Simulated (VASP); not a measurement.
# Au (P6_3/mmc) in VASP: notebook, part 2 of 2

VASP 6.6.1. The steps go on from the part before.

**3. Electric field gradients, PBEsol (volume scaled by 0.96)**

INCAR reads:

```
ALGO = Normal
EDIFF = 1E-8
ENCUT = 520
GGA = PS
ISIF = 2
ISMEAR = -1
LASPH = True
LCHARG = False
LEFG = True
LREAL = False
LWAVE = False
NBANDS = 18
NELM = 80
PREC = Accurate
SIGMA = 0.03
```

KPOINTS reads:

```
k-points
0
Gamma
  14 14 8
```

POSCAR reads:

```
Au
1.0
    2.8608044381      0.0000000000      0.0000000000
   -1.4304022190      2.4775293187      0.0000000000
    0.0000000000      0.0000000000      4.8140459691
Au
2
Direct
    0.3333333333      0.6666666667      0.7500000000
    0.6666666667      0.3333333333      0.2500000000
```

Potentials or basis: VASP PAW PBE potentials, release 64 (Au).

Command:

```console
$ cat potpaw_PBE.64/Au/POTCAR > POTCAR
$ mpirun -np 1 vasp_std > vasp.out
```

OUTCAR:

```text
EDIFF = 1E-8
   ENCUT = 520
   GGA = PS
   ISIF = 2
   ISMEAR = -1
   LASPH = True
   LREAL = False
   NELM = 80
   PREC = Accurate

 ion  position               nearest neighbor table
   1  0.333  0.667  0.750-   2 2.92   2 2.92   2 2.92   2 2.92   2 2.92   2 2.92
   2  0.667  0.333  0.250-   1 2.92   1 2.92   1 2.92   1 2.92   1 2.92   1 2.92

  LATTYP: Found a hexagonal cell.
 ALAT       =     2.8608044381
 C/A-ratio  =     1.6827595431

  Lattice vectors:

 A1 = (   2.8608044381,   0.0000000000,   0.0000000000)
 A2 = (  -1.4304022190,   2.4775293187,   0.0000000000)
 A3 = (   0.0000000000,   0.0000000000,   4.8140459691)

Analysis of symmetry for initial positions (statically):
=====================================================================
 Subroutine PRICEL returns:
 Original cell was already a primitive cell.

 Routine SETGRP: Setting up the symmetry group for a
 hexagonal supercell.

 Subroutine GETGRP returns: Found 24 space group operations
 (whereof 12 operations were pure point group operations)
 out of a pool of 24 trial point group operations.

The static configuration has the point symmetry D_3d.
 The point group associated with its full space group is D_6h.

Analysis of symmetry for dynamics (positions and initial velocities):
=====================================================================
 Subroutine PRICEL returns:
 Original cell was already a primitive cell.

 Routine SETGRP: Setting up the symmetry group for a
 hexagonal supercell.

 Subroutine GETGRP returns: Found 24 space group operations
 (whereof 12 operations were pure point group operations)
 out of a pool of 24 trial point group operations.

The dynamic configuration has the point symmetry D_3d.
 The point group associated with its full space group is D_6h.

 Subroutine INISYM returns: Found 24 space group operations
 (whereof 12 operations are pure point group operations),
 and found     1 'primitive' translations

----------------------------------------------------------------------------------------

                                     Primitive cell

  volume of cell :      34.1206

  direct lattice vectors                    reciprocal lattice vectors
     2.860804438  0.000000000  0.000000000     0.349552030  0.201813959  0.000000000
    -1.430402219  2.477529319  0.000000000     0.000000000  0.403627918  0.000000000
     0.000000000  0.000000000  4.814045969     0.000000000  0.000000000  0.207725478

  length of vectors
     2.860804438  2.860804438  4.814045969     0.403627918  0.403627918  0.207725478

  position of ions in fractional coordinates (direct lattice)
     0.333333333  0.666666667  0.750000000
     0.666666667  0.333333333  0.250000000

  ion indices of the primitive-cell ions
   primitive index   ion index
                 1           1
                 2           2

----------------------------------------------------------------------------------------

 KPOINTS: k-points

Automatic generation of k-mesh.
 Grid dimensions read from file:
[... 67 lines left out ...]
   EDIFFG = 0.1E-06   stopping-criterion for IOM
   NSW    =      0    number of steps for IOM
   IBRION =     -1    ionic relax: 0-MD 1-quasi-New 2-CG
   NFREE  =      0    steps in history (QN), initial steepest desc. (CG)
   ISIF   =      2    stress and relaxation
   ISYM   =      2    0-nonsym 1-usesym 2-fastsym
   POTIM  = 0.5000    time-step for ionic-motion
   TEBEG  =    0.0;   TEEND  =   0.0 temperature during run
   PSTRESS=    0.0 pullay stress
   NELECT =      22.0000    total number of electrons
   NUPDOWN=      -1.0000    fix difference up-down
   EMIN   =  10.00;   EMAX   =-10.00  energy-range for DOS
   EFERMI =   0.00;   METHOD = LEGACY
   ISMEAR =    -1;   SIGMA  =   0.03  broadening in eV -4-tet -1-fermi 0-gaus
   EFERMI_NEDOS =   21; number of points for ismear=-14 and -15
   IALGO  =     38    algorithm
   IMIX   =      4    mixing-type and parameters
     AMIX     =   0.40;   BMIX     =  1.00
     AMIX_MAG =   1.60;   BMIX_MAG =  1.00
  volume/ion in A,a.u.               =      17.06       115.13
  Fermi-wavevector in a.u.,A,eV,Ry     =   1.414306  2.672650 27.215202  2.000261
  Thomas-Fermi vector in A             =   2.535862
   LORBIT       =      0    0 simple, 1 ext, 2 COOP (PROOUT), +10 PAW based schemes
   GGA     = PS    functional components
   LHFCALC =     F    Hartree Fock is set to
   AEXX    =    0.0000 exact exchange contribution
   IVDW    =     0    specifies the selected vdW correction
   LEPSILON=     F    determine dielectric tensor
   LRPA    =     F    only Hartree local field effects (RPA)
 non-spin polarized calculation
  energy-cutoff  :      520.00
  volume of cell :       34.12
 maximum number of plane-waves:       936
 NGX is ok and might be reduce to    24
   NGX = 11   NGY = 11   NGZ = 17

 number of electron      22.0000002 magnetization

 Free energy of the ion-electron system (eV)
  ---------------------------------------------------
  ext. energy  EPLUGINS =         0.00000000
  ---------------------------------------------------
  free energy    TOTEN  =        -7.82346784 eV

  energy without entropy =       -7.81978202  energy(sigma->0) =       -7.82162493

 E-fermi :   9.2366     XC(G=0): -12.8782

 val. band max:        9.1819596564   @ k =   0.5000  -0.0000   0.2500
 cond. band min:       9.2483783002   @ k =   0.3571   0.1429   0.2500
 fundamental gap:      0.0664186438
 Fermi energy:         9.2365618555

 k-point     1 :       0.0000    0.0000    0.0000
  band No.  band energies     occupation
      1      -0.6514      2.00000
      2       1.8364      2.00000
      3       4.3900      2.00000
      4       4.6855      2.00000
      5       4.6855      2.00000
      6       4.9969      2.00000
[... 481 lines left out ...]
      5       4.4820      2.00000
      6       4.6124      2.00000
[... 10 lines left out ...]
     17      20.3540      0.00000
     18      20.5567      0.00000

 [... further k-points ...]
[... 5 lines left out ...]
  --------------------------------------------------------------------------------------
  -------------------------------------------------------------------------------------
  Total       -0.0561801     -0.0561801     -0.2424999     -0.0000000      0.0000000      0.0000000
  in kB       -2.6380065     -2.6380065    -11.3868852     -0.0000000      0.0000000      0.0000000
  external PRESSURE =      -5.5542994 kB  Pullay stress =       0.0000000 kB

 VOLUME and BASIS-vectors are now :
 -----------------------------------------------------------------------------
  energy-cutoff  :      520.00
  volume of cell :       34.12
      direct lattice vectors                 reciprocal lattice vectors
     2.860804438  0.000000000  0.000000000     0.349552030  0.201813959  0.000000000
    -1.430402219  2.477529319  0.000000000     0.000000000  0.403627918  0.000000000
     0.000000000  0.000000000  4.814045969     0.000000000  0.000000000  0.207725478

 POSITION                                       TOTAL-FORCE (eV/Angst)
 -----------------------------------------------------------------------------------
     -0.00000      1.65169      3.61053        -0.000000      0.000000      0.000000
      1.43040      0.82584      1.20351         0.000000     -0.000000      0.000000
 -----------------------------------------------------------------------------------
    total drift:                               -0.000000      0.000000     -0.000000

  FREE ENERGIE OF THE ION-ELECTRON SYSTEM (eV)
  ---------------------------------------------------
  free  energy   TOTEN  =        -7.8234678360 eV

  energy  without entropy=       -7.8197820231  energy(sigma->0) =       -7.82162493

 Electric field gradients (V/A^2)
---------------------------------------------------------------------
 ion       V_xx      V_yy      V_zz      V_xy      V_xz      V_yz
---------------------------------------------------------------------
   1     -14.253   -14.253    28.506    -0.000     0.000    -0.000
   2     -14.253   -14.253    28.506    -0.000    -0.000     0.000
---------------------------------------------------------------------

 Electric field gradients after diagonalization (V/A^2)
 (convention: |V_zz| > |V_xx| > |V_yy|)
----------------------------------------------------------------------
 ion       V_xx      V_yy      V_zz     asymmetry (V_yy - V_xx)/ V_zz
----------------------------------------------------------------------
   1     -14.254   -14.253    28.506       0.000
   2     -14.254   -14.253    28.506       0.000
----------------------------------------------------------------------

           NMR quadrupolar parameters

 Cq : quadrupolar parameter    Cq=e*Q*V_zz/h
 eta: asymmetry parameters     (V_yy - V_xx)/ V_zz
 Q  : nuclear electric quadrupole moment in mb (millibarn)
----------------------------------------------------------------------
 ion       Cq(MHz)       eta       Q (mb)
----------------------------------------------------------------------
   1       0.069       0.000       1.000
   2       0.069       0.000       1.000
----------------------------------------------------------------------
```

OSZICAR:

```text
N       E                     dE             d eps       ncg     rms          rms(c)
DAV:   1     0.123743280559E+03    0.12374E+03   -0.11783E+04  4320   0.119E+03
DAV:   2    -0.636701363201E+01   -0.13011E+03   -0.12405E+03  4550   0.263E+02
DAV:   3    -0.850341421403E+01   -0.21364E+01   -0.21235E+01  5098   0.339E+01
DAV:   4    -0.851251095633E+01   -0.90967E-02   -0.90958E-02  4780   0.233E+00
DAV:   5    -0.851258969743E+01   -0.78741E-04   -0.78741E-04  4810   0.230E-01    0.135E+01
DAV:   6    -0.787372787745E+01    0.63886E+00   -0.11798E+00  4442   0.999E+00    0.838E+00
DAV:   7    -0.782932584905E+01    0.44402E-01   -0.11951E-01  4804   0.313E+00    0.354E+00
DAV:   8    -0.782350224389E+01    0.58236E-02   -0.10981E-02  4496   0.897E-01    0.451E-01
DAV:   9    -0.782345954664E+01    0.42697E-04   -0.68587E-05  4798   0.720E-02    0.213E-02
DAV:  10    -0.782346768743E+01   -0.81408E-05   -0.23383E-06  4812   0.143E-02    0.429E-03
DAV:  11    -0.782346782943E+01   -0.14200E-06   -0.23345E-07  4928   0.383E-03    0.959E-04
DAV:  12    -0.782346783598E+01   -0.65434E-08   -0.24674E-09  2706   0.430E-04
   1 F= -.78234678E+01 E0= -.78216249E+01  d E =-.368581E-02
```

stdout:

```text
POSCAR found type information on POSCAR Au
 POSCAR found :  1 types and       2 ions
 scaLAPACK will be used
 -----------------------------------------------------------------------------
|                                                                             |
|                                                                             |
|     You enforced a specific xc type in the INCAR file but a different       |
|     I HOPE YOU KNOW WHAT YOU ARE DOING!                                     |
|                                                                             |
 -----------------------------------------------------------------------------

 LDA part: xc-table for (Slater+PW92), standard interpolation
 POSCAR, INCAR and KPOINTS ok, starting setup
 FFT: planning ... GRIDC
 FFT: planning ... GRID_SOFT
 FFT: planning ... GRID
 WAVECAR not read
 entering main loop
ion   1

ion   2
```

Wall time 33 s (1 thread of AMD EPYC 9R45 (Zen 5), shared host); peak memory 0.17 GiB.

What came out:

| Item | Value |
| --- | --- |
| Free energy | -7.8235 eV |
| Pressure | -0.6 GPa |
| Band gap on the k mesh | zero (band 11 reaches 13.15 eV, above the bottom of band 12 at 6.62 eV) |

Electric field gradients, principal values (V/Å²):
```tsv
atom	least	middle	greatest (by size)
1 Au	-14.253	-14.254	28.506
2 Au	-14.253	-14.254	28.506
```

Caveat: without QUAD_EFG the Cq values of the log hold for a quadrupole moment of 1 mb, not for the nuclei; the PAW data sets were made with another functional, which shifts forces and pressure a little; spin-orbit coupling is left out, which moves the levels of the heavy elements.

**4. Electric field gradients, PBEsol (volume scaled by 0.99)**

INCAR reads:

```
PREC = Accurate ; ENCUT = 520
EDIFF = 1E-8 ; ISMEAR = -1
SIGMA = 0.03 ; LREAL = F
LASPH = T ; NELM = 80
ALGO = Normal ; ISIF = 2
LWAVE = F ; LCHARG = F
GGA = PS ; LEFG = T
NBANDS = 18
```

KPOINTS reads:

```
Automatic mesh
0
Gamma
  14 14 8
```

POSCAR reads:

```
Au
1.0
    2.8902993466      0.0000000000      0.0000000000
   -1.4451496733      2.5030726588      0.0000000000
    0.0000000000      0.0000000000      4.8636788079
Au
2
Direct
    0.3333333333      0.6666666667      0.7500000000
    0.6666666667      0.3333333333      0.2500000000
```

Potentials or basis: VASP PAW PBE potentials, release 64 (Au).

Command:

```console
$ cat potpaw_PBE.64/Au/POTCAR > POTCAR
$ mpirun -np 1 vasp_std > vasp.out
```

OUTCAR:

```text
PREC = Accurate
   ENCUT = 520
   EDIFF = 1E-8
   ISMEAR = -1
   LREAL = F
   LASPH = T
   NELM = 80
   ISIF = 2
   GGA = PS

 ion  position               nearest neighbor table
   1  0.333  0.667  0.750-   2 2.95   2 2.95   2 2.95   2 2.95   2 2.95   2 2.95
   2  0.667  0.333  0.250-   1 2.95   1 2.95   1 2.95   1 2.95   1 2.95   1 2.95

  LATTYP: Found a hexagonal cell.
 ALAT       =     2.8902993466
 C/A-ratio  =     1.6827595431

  Lattice vectors:

 A1 = (   2.8902993466,   0.0000000000,   0.0000000000)
 A2 = (  -1.4451496733,   2.5030726588,   0.0000000000)
 A3 = (   0.0000000000,   0.0000000000,   4.8636788079)

Analysis of symmetry for initial positions (statically):
=====================================================================
 Subroutine PRICEL returns:
 Original cell was already a primitive cell.

 Routine SETGRP: Setting up the symmetry group for a
[... 695 lines left out ...]
  energy-cutoff  :      520.00
  volume of cell :       35.19
      direct lattice vectors                 reciprocal lattice vectors
     2.890299347  0.000000000  0.000000000     0.345984924  0.199754489  0.000000000
    -1.445149673  2.503072659  0.000000000     0.000000000  0.399508978  0.000000000
     0.000000000  0.000000000  4.863678808     0.000000000  0.000000000  0.205605682

 POSITION                                       TOTAL-FORCE (eV/Angst)
 -----------------------------------------------------------------------------------
     -0.00000      1.66872      3.64776        -0.000000     -0.000000      0.000000
      1.44515      0.83436      1.21592         0.000000      0.000000      0.000000
 -----------------------------------------------------------------------------------
    total drift:                               -0.000000      0.000000     -0.000000

  FREE ENERGIE OF THE ION-ELECTRON SYSTEM (eV)
  ---------------------------------------------------
  free  energy   TOTEN  =        -7.8043269450 eV

  energy  without entropy=       -7.8003718681  energy(sigma->0) =       -7.80234941

 Electric field gradients (V/A^2)
---------------------------------------------------------------------
 ion       V_xx      V_yy      V_zz      V_xy      V_xz      V_yz
---------------------------------------------------------------------
   1     -12.275   -12.276    24.551    -0.000     0.000    -0.000
   2     -12.275   -12.276    24.551    -0.000    -0.000     0.000
---------------------------------------------------------------------

 Electric field gradients after diagonalization (V/A^2)
 (convention: |V_zz| > |V_xx| > |V_yy|)
----------------------------------------------------------------------
 ion       V_xx      V_yy      V_zz     asymmetry (V_yy - V_xx)/ V_zz
----------------------------------------------------------------------
   1     -12.276   -12.275    24.551       0.000
   2     -12.276   -12.275    24.551       0.000
----------------------------------------------------------------------

           NMR quadrupolar parameters

 Cq : quadrupolar parameter    Cq=e*Q*V_zz/h
 eta: asymmetry parameters     (V_yy - V_xx)/ V_zz
 Q  : nuclear electric quadrupole moment in mb (millibarn)
----------------------------------------------------------------------
 ion       Cq(MHz)       eta       Q (mb)
----------------------------------------------------------------------
   1       0.059       0.000       1.000
   2       0.059       0.000       1.000
----------------------------------------------------------------------
```

OSZICAR:

```text
N       E                     dE             d eps       ncg     rms          rms(c)
DAV:   1     0.121770187377E+03    0.12177E+03   -0.11732E+04  4328   0.119E+03
DAV:   2    -0.638803727460E+01   -0.12816E+03   -0.12215E+03  4584   0.260E+02
DAV:   3    -0.848031616625E+01   -0.20923E+01   -0.20803E+01  5128   0.335E+01
DAV:   4    -0.848915703155E+01   -0.88409E-02   -0.88399E-02  4792   0.228E+00
DAV:   5    -0.848923577907E+01   -0.78748E-04   -0.78748E-04  4810   0.230E-01    0.123E+01
DAV:   6    -0.784871651646E+01    0.64052E+00   -0.12303E+00  4448   0.101E+01    0.775E+00
DAV:   7    -0.780960815218E+01    0.39108E-01   -0.99692E-02  4816   0.282E+00    0.355E+00
DAV:   8    -0.780436438314E+01    0.52438E-02   -0.81550E-03  4520   0.758E-01    0.428E-01
DAV:   9    -0.780431866347E+01    0.45720E-04   -0.68635E-05  4770   0.745E-02    0.232E-02
DAV:  10    -0.780432692661E+01   -0.82631E-05   -0.27923E-06  4862   0.155E-02    0.682E-03
DAV:  11    -0.780432693579E+01   -0.91877E-08   -0.20017E-07  4866   0.348E-03    0.105E-03
DAV:  12    -0.780432694500E+01   -0.92059E-08   -0.24429E-09  2760   0.426E-04
   1 F= -.78043269E+01 E0= -.78023494E+01  d E =-.395508E-02
```

stdout:

```text
POSCAR found type information on POSCAR Au
 POSCAR found :  1 types and       2 ions
 scaLAPACK will be used
 -----------------------------------------------------------------------------
|                                                                             |
|                                                                             |
|     You enforced a specific xc type in the INCAR file but a different       |
|     I HOPE YOU KNOW WHAT YOU ARE DOING!                                     |
|                                                                             |
 -----------------------------------------------------------------------------

 LDA part: xc-table for (Slater+PW92), standard interpolation
 POSCAR, INCAR and KPOINTS ok, starting setup
 FFT: planning ... GRIDC
 FFT: planning ... GRID_SOFT
 FFT: planning ... GRID
 WAVECAR not read
 entering main loop
ion   1

ion   2
```

Wall time 33 s (1 thread of AMD EPYC 9R45 (Zen 5), shared host); peak memory 0.17 GiB.

What came out:

| Item | Value |
| --- | --- |
| Free energy | -7.8043 eV |
| Pressure | -5.3 GPa |
| Band gap on the k mesh | zero (band 11 reaches 12.53 eV, above the bottom of band 12 at 6.17 eV) |

Stress tensor (GPa, compression positive):
```
-5.11  0.00  0.00
 0.00 -5.11  0.00
 0.00  0.00 -5.56
```

Electric field gradients, principal values (V/Å²):
| atom | least | middle | greatest (by size) |
| --- | --- | --- | --- |
| 1 Au | -12.275 | -12.276 | 24.551 |
| 2 Au | -12.275 | -12.276 | 24.551 |

Caveat: without QUAD_EFG the Cq values of the log hold for a quadrupole moment of 1 mb, not for the nuclei; the PAW data sets were made with another functional, which shifts forces and pressure a little; spin-orbit coupling is left out, which moves the levels of the heavy elements.
